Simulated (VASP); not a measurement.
Wanted: the native input for a VASP 6.6.1 run.

| Item | Value |
| --- | --- |
| Task | single point |
| Functional | PBEsol |
| Potentials or basis | VASP PAW PBE potentials, release 64 (Si, Al, N, C) |
| Cutoff | 520 eV |
| k mesh | 1 × 1 × 1, shifted |
| Occupations | fermi-dirac, width 0.05 eV |
| Spin | no spin polarisation |
| Dipole correction | no |
| Further INCAR settings | LREAL = Auto; ALGO = Normal; EDIFF = 1e-06; NBANDS = 246; ISYM = 0 |

The structure of Al5Si3C3N5 lies in POSCAR:

```
Al5Si3C3N5
1.0
    9.2746622730      0.0000000000      0.0000000000
    0.0000000000     10.9595550728      0.0000000000
    0.0000000000      0.0000000000     10.1220583436
Si Al N C
18 30 30 18
Direct
    0.1671400000      0.0714080000      0.2548190000
    0.5006720000      0.0781760000      0.2475450000
    0.5003980000      0.0796820000      0.7467190000
    0.0021620000      0.8321220000      0.7612940000
    0.8300840000      0.0779410000      0.2438850000
    0.8372670000      0.0804010000      0.7497700000
    0.3325690000      0.8311930000      0.7568670000
    0.6641270000      0.8301310000      0.2250440000
    0.6714050000      0.8401410000      0.7391750000
    0.0015990000      0.1701760000      0.4996930000
    0.0075270000      0.1643370000      0.0011140000
    0.3340910000      0.1680470000      0.4984360000
    0.6689330000      0.1607700000      0.4962850000
    0.6661990000      0.1695370000      0.9972830000
    0.5292460000      0.9132950000      0.5033410000
    0.5033630000      0.9205100000      0.9906150000
    0.7985600000      0.9140920000      0.4954140000
    0.8321750000      0.9198460000      0.9910960000
    0.1679010000      0.0843220000      0.7573470000
    0.9985590000      0.3479380000      0.2466740000
    0.0001430000      0.3307860000      0.7546000000
    0.3307250000      0.3415020000      0.2497240000
    0.3338370000      0.3505020000      0.7571960000
    0.1665130000      0.5886420000      0.2496370000
    0.1651470000      0.5910180000      0.7608380000
    0.9940880000      0.8298160000      0.2610760000
    0.6685850000      0.3329130000      0.2498920000
    0.6647780000      0.3510830000      0.7451510000
    0.5003550000      0.5837770000      0.2455810000
    0.5002360000      0.5916100000      0.7534860000
    0.3372300000      0.8308430000      0.2617620000
    0.8344200000      0.5824390000      0.2454110000
    0.8338150000      0.5910710000      0.7470560000
    0.3285590000      0.1657790000      0.0023470000
    0.1635610000      0.4182390000      0.4988270000
    0.1673470000      0.4243590000      0.0019350000
    0.9956890000      0.6658750000      0.5030670000
    0.9958240000      0.6624130000      0.0096860000
    0.4996350000      0.4150740000      0.4870720000
    0.5005960000      0.4185610000      0.0013680000
    0.3383280000      0.6665460000      0.5034310000
    0.3374730000      0.6610710000      0.0114090000
    0.1638990000      0.9140710000      0.5102270000
    0.1666760000      0.9119130000      0.0097150000
    0.8353520000      0.4131770000      0.4952170000
    0.8302170000      0.4183000000      0.9917110000
    0.6651860000      0.6520360000      0.4963610000
    0.6682070000      0.6564970000      0.9950160000
    0.0021930000      0.1308080000      0.1833650000
    0.3307150000      0.1340520000      0.1937740000
    0.3449490000      0.1399870000      0.6750870000
    0.1672230000      0.4236160000      0.1934940000
    0.0007490000      0.6786170000      0.1955320000
    0.0050600000      0.6918940000      0.6915800000
    0.6666960000      0.1289070000      0.6796990000
    0.3344440000      0.6786530000      0.1982880000
    0.3306430000      0.6892580000      0.6910620000
    0.1667570000      0.9172640000      0.2032260000
    0.1685450000      0.9100950000      0.7065560000
    0.6654900000      0.6839430000      0.1811140000
    0.5041080000      0.9190360000      0.1724750000
    0.4917910000      0.9205280000      0.7009150000
    0.8260840000      0.9174430000      0.1733180000
    0.8447140000      0.9202540000      0.7205400000
    0.1686470000      0.0775220000      0.4354470000
    0.1590920000      0.0741240000      0.9482750000
    0.5008420000      0.0715990000      0.4332390000
    0.5060030000      0.0739270000      0.9285340000
    0.1695500000      0.5968640000      0.4390440000
    0.9781220000      0.8504760000      0.4500060000
    0.9915450000      0.8468500000      0.9401990000
    0.8293040000      0.0716540000      0.4251330000
    0.8344000000      0.0779420000      0.9378130000
    0.4954540000      0.5885030000      0.4322280000
    0.3528320000      0.8474490000      0.4515960000
    0.3445180000      0.8508150000      0.9347300000
    0.6602490000      0.8440110000      0.3927270000
    0.6671330000      0.8577120000      0.9321450000
    0.9932420000      0.1497910000      0.6793550000
    0.1618760000      0.4283360000      0.6878450000
    0.6644920000      0.1452990000      0.1799250000
    0.5004700000      0.4172070000      0.1942660000
    0.4957200000      0.4297030000      0.6766000000
    0.8308260000      0.4179990000      0.1819980000
    0.8411060000      0.4234990000      0.6863700000
    0.6636960000      0.6928930000      0.6822460000
    0.0039110000      0.3146640000      0.4321160000
    0.0046370000      0.3144730000      0.9494720000
    0.3287180000      0.3156710000      0.4390700000
    0.3304890000      0.3231760000      0.9433880000
    0.1667370000      0.5974160000      0.9486600000
    0.6672220000      0.3097010000      0.4444870000
    0.6638630000      0.3133890000      0.9299110000
    0.4983270000      0.5884230000      0.9406240000
    0.8351350000      0.5834950000      0.4344020000
    0.8365700000      0.5892500000      0.9351030000
```

The input as run:

INCAR

```
ALGO     = Normal         # electronic algorithm
EDIFF    = 1E-6           # SCF threshold, eV
ENCUT    = 520            # plane-wave cutoff, eV
GGA      = PS             # functional
ISIF     = 2              # what is computed and relaxed
ISMEAR   = -1             # smearing method
ISYM     = 0            
LASPH    = True           # aspherical terms in the spheres
LCHARG   = False          # write CHGCAR
LREAL    = Auto         
LWAVE    = False          # write WAVECAR
NBANDS   = 246            # bands
NELM     = 60             # most SCF steps
PREC     = Accurate       # precision mode
SIGMA    = 0.05           # smearing width, eV
```

KPOINTS

```
Automatic mesh
0
Gamma
  1 1 1
  0.25 0.25 0.25
```

Potentials or basis: VASP PAW PBE potentials, release 64 (Si, Al, N, C).

Command:

```sh
$ cat potpaw_PBE.64/Si/POTCAR potpaw_PBE.64/Al/POTCAR potpaw_PBE.64/N/POTCAR potpaw_PBE.64/C/POTCAR > POTCAR
$ mpirun -np 1 vasp_std > vasp.out
```

Results of the run:

The pressure is 0.1 GPa. The largest force is 0.131 eV/Å. The band gap on the k mesh is 0.26 eV (least direct gap 0.27 eV).

Caveat: semilocal functionals underestimate gaps, and a narrow one can read as zero; the PAW data sets were made with another functional, which shifts forces and pressure a little; a shifted mesh leaves out Γ, where band edges can lie.

Run time: 60 min on 1 thread of Oxide Virtual Turin-like Processor, on a shared host, peak memory 1.3 GiB.
